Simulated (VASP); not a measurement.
# ScAlH6 (P4/mmm) in VASP: settings compared, part 2 of 2

VASP 6.6.1. Earlier steps stand in the parts before.

## (4) Relaxation of cell and atoms, PBEsol

This run uses another cell than the first one, of 10.25 Å³/atom, 1.667 times its volume.

File INCAR:

```
SYSTEM = ScAlH6
PREC     = Accurate       ! precision mode
ENCUT    = 600            ! plane-wave cutoff, eV
EDIFF    = 1E-6           ! SCF threshold, eV
ISMEAR   = -1             ! smearing method
SIGMA    = 0.03           ! smearing width, eV
LREAL    = .False.        ! projectors in reciprocal space
LASPH    = .True.         ! aspherical terms in the spheres
NELM     = 100            ! most SCF steps
ALGO     = Normal         ! electronic algorithm
ISIF     = 3              ! what is computed and relaxed
LWAVE    = .False.        ! write WAVECAR
LCHARG   = .False.        ! write CHGCAR
GGA      = PS             ! functional
IBRION   = 2              ! ionic algorithm
NSW      = 100            ! ionic steps
EDIFFG   = -0.01          ! ionic threshold
```

File KPOINTS:

```
regular mesh
0
Gamma
  6 6 4
  0 0 0
```

File POSCAR:

```
ScAlH6
1.0
    3.3275024700      0.0000000000      0.0000000000
    0.0000000000      3.3275024700      0.0000000000
    0.0000000000      0.0000000000      7.4084647100
Sc H Al
1 6 1
Direct
    0.5000000000      0.5000000000      0.5000000000
    0.5000000000      0.5000000000      0.0000000000
    0.0000000000      0.0000000000      0.5000000000
    0.0000000000      0.5000000000      0.2510972600
    0.5000000000      0.0000000000      0.7489027400
    0.5000000000      0.0000000000      0.2510972600
    0.0000000000      0.5000000000      0.7489027400
    0.0000000000      0.0000000000      0.0000000000
```

Potentials or basis: VASP PAW PBE potentials, release 64 (Sc_sv, H, Al).

Launch:

```bash
$ cat potpaw_PBE.64/Sc_sv/POTCAR potpaw_PBE.64/H/POTCAR potpaw_PBE.64/Al/POTCAR > POTCAR
$ mpirun -np 1 vasp_std > vasp.out
```

OUTCAR:

```text
SYSTEM = ScAlH6
   PREC = Accurate
   ENCUT = 600
   EDIFF = 1E-6
   ISMEAR = -1
   LREAL = .False.
   LASPH = .True.
   NELM = 100
   ISIF = 3
   GGA = PS
   IBRION = 2
   NSW = 100
   EDIFFG = -0.01

 ion  position               nearest neighbor table
   1  0.500  0.500  0.500-
   2  0.500  0.500  0.000-
   3  0.000  0.000  0.500-
   4  0.000  0.500  0.251-
   5  0.500  0.000  0.749-
   6  0.500  0.000  0.251-
   7  0.000  0.500  0.749-
   8  0.000  0.000  0.000-

  LATTYP: Found a simple tetragonal cell.
 ALAT       =     3.3275024700
 C/A-ratio  =     2.2264340228

  Lattice vectors:

 A1 = (   3.3275024700,   0.0000000000,   0.0000000000)
 A2 = (   0.0000000000,   3.3275024700,   0.0000000000)
 A3 = (   0.0000000000,   0.0000000000,   7.4084647100)

Analysis of symmetry for initial positions (statically):
=====================================================================
 Subroutine PRICEL returns:
 Original cell was already a primitive cell.

 Routine SETGRP: Setting up the symmetry group for a
 simple tetragonal supercell.

 Subroutine GETGRP returns: Found 16 space group operations
 (whereof 16 operations were pure point group operations)
 out of a pool of 16 trial point group operations.

The static configuration has the point symmetry D_4h.

Analysis of symmetry for dynamics (positions and initial velocities):
=====================================================================
 Subroutine PRICEL returns:
 Original cell was already a primitive cell.

 Routine SETGRP: Setting up the symmetry group for a
 simple tetragonal supercell.

 Subroutine GETGRP returns: Found 16 space group operations
 (whereof 16 operations were pure point group operations)
 out of a pool of 16 trial point group operations.

The dynamic configuration has the point symmetry D_4h.

 Subroutine INISYM returns: Found 16 space group operations
 (whereof 16 operations are pure point group operations),
 and found     1 'primitive' translations

[... 156 lines left out ...]

------------------------ aborting loop because EDIFF is reached ----------------------------------------

  FORCE on cell =-STRESS in cart. coord.  units (eV):
  Direction    XX          YY          ZZ          XY          YZ          ZX
  --------------------------------------------------------------------------------------
  -------------------------------------------------------------------------------------
  Total       -9.9128291     -9.9128291    -10.3356515      0.0000000      0.0000000      0.0000000
  in kB     -193.6168783   -193.6168783   -201.8754232      0.0000000      0.0000000      0.0000000
  external PRESSURE =    -196.3697266 kB  Pullay stress =       0.0000000 kB
[... 29 lines left out ...]
--------------------------------------- Ionic step        2  -------------------------------------------

 number of electron      20.0000003 magnetization

 E-fermi :   2.6477     XC(G=0):  -9.8488

 val. band max:        2.6295277713   @ k =   0.3333   0.3333   0.2500
 cond. band min:       2.6810672397   @ k =   0.1667   0.0000   0.5000
 fundamental gap:      0.0515394683
 Fermi energy:         2.6477124879

 k-point     1 :       0.0000    0.0000    0.0000
  band No.  band energies     occupation
      1     -46.4967      2.00000
      2     -25.2197      2.00000
      3     -25.0164      2.00000
      4     -25.0164      2.00000
      5      -6.9771      2.00000
      6      -3.6496      2.00000
      7      -3.4499      2.00000
      8       1.2710      2.00000
      9       1.9851      2.00000
     10       5.1163      0.00000
     11       5.6121      0.00000
     12       5.6121      0.00000
     13       5.9908      0.00000
     14       6.4238      0.00000
[... 492 lines left out ...]
  FREE ENERGIE OF THE ION-ELECTRON SYSTEM (eV)
  ---------------------------------------------------
  free  energy   TOTEN  =       -29.9295735998 eV

  energy  without entropy=      -29.9260803281  energy(sigma->0) =      -29.92782696

[... ionic steps 4 to 27 ...]

--------------------------------------- Ionic step       28  -------------------------------------------

 number of electron      19.9999997 magnetization

------------------------ aborting loop because EDIFF is reached ----------------------------------------
[... 79 lines left out ...]
--------------------------------------- Ionic step       30  -------------------------------------------

 number of electron      19.9999997 magnetization

 Free energy of the ion-electron system (eV)
  ---------------------------------------------------
  ext. energy  EPLUGINS =         0.00000000
  ---------------------------------------------------
  free energy    TOTEN  =       -30.70535385 eV

  energy without entropy =      -30.70266214  energy(sigma->0) =      -30.70400799

 E-fermi :   6.1910     XC(G=0): -11.1220

 val. band max:        6.0848762404   @ k =   0.3333   0.3333   0.0000
 cond. band min:       6.2299910128   @ k =   0.3333   0.1667   0.0000
 fundamental gap:      0.1451147724
 Fermi energy:         6.1910413043

 k-point     1 :       0.0000    0.0000    0.0000
  band No.  band energies     occupation
      1     -43.4859      2.00000
      2     -22.2929      2.00000
      3     -22.1194      2.00000
      4     -22.1194      2.00000
      5      -6.7944      2.00000
      6      -0.7706      2.00000
      7       0.1287      2.00000
      8       1.5345      2.00000
      9       6.3891      0.00271
     10       7.6725      0.00000
     11       7.6725      0.00000
     12       8.4542      0.00000
     13       8.6004      0.00000
     14       8.9202      0.00000
[... 450 lines left out ...]
  FREE ENERGIE OF THE ION-ELECTRON SYSTEM (eV)
  ---------------------------------------------------
  free  energy   TOTEN  =       -30.7053538490 eV

  energy  without entropy=      -30.7026621351  energy(sigma->0) =      -30.70400799

 reached required accuracy - stopping structural energy minimisation
```

CONTCAR:

```text
ScAlH6
   1.00000000000000
     3.2447343772961679    0.0000000000000000    0.0000000000000000
     0.0000000000000000    3.2447343772961679   -0.0000000000000000
    -0.0000000000000000    0.0000000000000000    4.6799769899518315
  Sc              H               Al
     1     6     1
Direct
     0.5000000000000000    0.5000000000000000    0.5000000000000000
     0.5000000000000000    0.5000000000000000    0.0000000000000000
     0.0000000000000000    0.0000000000000000    0.5000000000000000
     0.0000000000000000    0.5000000000000000    0.2273821360060746
     0.5000000000000000    0.0000000000000000    0.7726178639939252
     0.5000000000000000    0.0000000000000000    0.2273821360060746
     0.0000000000000000    0.5000000000000000    0.7726178639939253
     0.0000000000000000    0.0000000000000000    0.0000000000000000

  0.00000000E+00  0.00000000E+00  0.00000000E+00
  0.00000000E+00  0.00000000E+00  0.00000000E+00
  0.00000000E+00  0.00000000E+00  0.00000000E+00
  0.00000000E+00  0.00000000E+00  0.00000000E+00
  0.00000000E+00  0.00000000E+00  0.00000000E+00
  0.00000000E+00  0.00000000E+00  0.00000000E+00
  0.00000000E+00  0.00000000E+00  0.00000000E+00
  0.00000000E+00  0.00000000E+00  0.00000000E+00
```

Run time: 7 min. Hardware: 1 thread of Intel Xeon 6975P-C (Granite Rapids), shared host; peak memory 0.25 GiB.

Results:

```
Free energy                            : -30.7054 eV
Relaxed volume                         : 6.16 Å³/atom
Relaxed cell                           : a = 3.245 Å, b = 3.245 Å, c = 4.680 Å, α = 90.00°, β = 90.00°, γ = 90.00°
Space group after relaxing (to 0.05 Å) : P4/mmm (No. 123)
Energy gained by relaxing              : 416.5 meV/atom
Ionic steps                            : 30
Pressure after relaxing                : 0.1 GPa
Largest force after relaxing           : 0.005 eV/Å
Band gap on the k mesh                 : zero (band 10 reaches 7.67 eV, above the bottom of band 11 at 3.28 eV)
```

Forces in eV/Å, atoms in the order of the input:
```
Sc   0.000  0.000  0.000
H    0.000  0.000  0.000
H    0.000  0.000  0.000
H    0.000  0.000  0.005
H    0.000  0.000 -0.005
H    0.000  0.000  0.005
H    0.000  0.000 -0.005
Al   0.000  0.000  0.000
```

The path:
| step | energy change (eV) | largest force (eV/Å) | pressure (GPa) | volume (Å³) |
| --- | --- | --- | --- | --- |
| 1 | 0.0000 | 0.4267 | -19.64 | 82.03 |
| 2 | -1.6430 | 0.2448 | -16.33 | 68.00 |
| 3 | -2.5561 | 0.0257 | -6.90 | 56.43 |
| 4 | -0.4406 | 1.0832 | 61.37 | 37.38 |
| 5 | -2.6493 | 0.1151 | -2.43 | 53.38 |
| 6 | -2.6595 | 0.1611 | 0.07 | 52.02 |
| 7 | -2.7674 | 0.2025 | 0.37 | 51.28 |
| 8 | -2.8394 | 0.2719 | 2.54 | 49.32 |
| 9 | -2.8700 | 0.1419 | -0.47 | 50.51 |
| 10 | -2.8725 | 0.1025 | -1.46 | 50.93 |
| 11 | -2.8851 | 0.0623 | -0.77 | 50.45 |
| 12 | -2.9038 | 0.0763 | 1.92 | 49.03 |
| 13 | -2.9072 | 0.0787 | 2.04 | 48.97 |
| 14 | -2.9192 | 0.0964 | 2.42 | 48.77 |
| 15 | -2.9411 | 0.1597 | 3.20 | 48.36 |
| 16 | -2.9768 | 0.2906 | 4.90 | 47.54 |
| 17 | -2.9250 | 0.7587 | 9.71 | 45.79 |
| 18 | -2.9915 | 0.3151 | 5.67 | 47.24 |
| 19 | -2.9892 | 0.5039 | 7.39 | 46.53 |
| 20 | -2.9969 | 0.3790 | 6.23 | 46.97 |
| 21 | -3.0085 | 0.4183 | 6.29 | 46.92 |
| 22 | -3.0255 | 0.5264 | 6.61 | 46.79 |
| 23 | -3.0268 | 0.5750 | 6.81 | 46.74 |
| 24 | -3.0492 | 0.5578 | 6.24 | 46.94 |
| 25 | -3.1091 | 0.5048 | 4.55 | 47.57 |
| 26 | -3.1985 | 0.4140 | 1.66 | 48.81 |
| 27 | -3.2711 | 0.2430 | -3.65 | 51.32 |
| 28 | -3.2946 | 0.1938 | -2.91 | 50.88 |
| 29 | -3.3308 | 0.0373 | -0.43 | 49.54 |
| 30 | -3.3319 | 0.0054 | 0.11 | 49.27 |

Final structure:
```
Sc H Al
1.0
     3.24473    0.00000    0.00000
     0.00000    3.24473    0.00000
     0.00000    0.00000    4.67998
Sc H Al
1 6 1
Direct
  0.50000 0.50000 0.50000
  0.50000 0.50000 0.00000
  0.00000 0.00000 0.50000
  0.00000 0.50000 0.22738
  0.50000 0.00000 0.77262
  0.50000 0.00000 0.22738
  0.00000 0.50000 0.77262
  0.00000 0.00000 0.00000
```

Caveat: the volume moved by over 15 % at a fixed basis, so the end points are rough; the PAW data sets were made with another functional, which shifts forces and pressure a little.

## (5) The runs side by side

| task | level | cell | k mesh | cutoff (eV) | gap on the mesh (eV) | pressure (GPa) | largest force (eV/Å) |
| --- | --- | --- | --- | --- | --- | --- | --- |
| single point | PBEsol | a = 3.245, b = 3.245, c = 4.671 Å, 8 atoms | 6 × 6 × 4 | 520 | none | 0.0 | 0.01 |
| single point | r2SCAN+rVV10 | a = 3.228, b = 3.228, c = 4.684 Å, 8 atoms | 8 × 8 × 6 | 520 | none | 0.2 | 0.03 |
| relaxation of cell and atoms | PBEsol | relaxed from a = 3.328, b = 3.328, c = 7.408 Å, 8 atoms | 6 × 6 × 4 | 600 | none | 0.1 | 0.01 |

Alike in all rows: potentials or basis VASP PAW PBE potentials, release 64 (Sc_sv, H, Al); no spin polarisation; smearing fermi-dirac 0.03 eV.

Caveats: the PAW data sets were made with another functional, which shifts forces and pressure a little; the volume moved by over 15 % at a fixed basis, so the end points are rough (some runs).

Absolute energies hang on the potentials; compare differences alone.
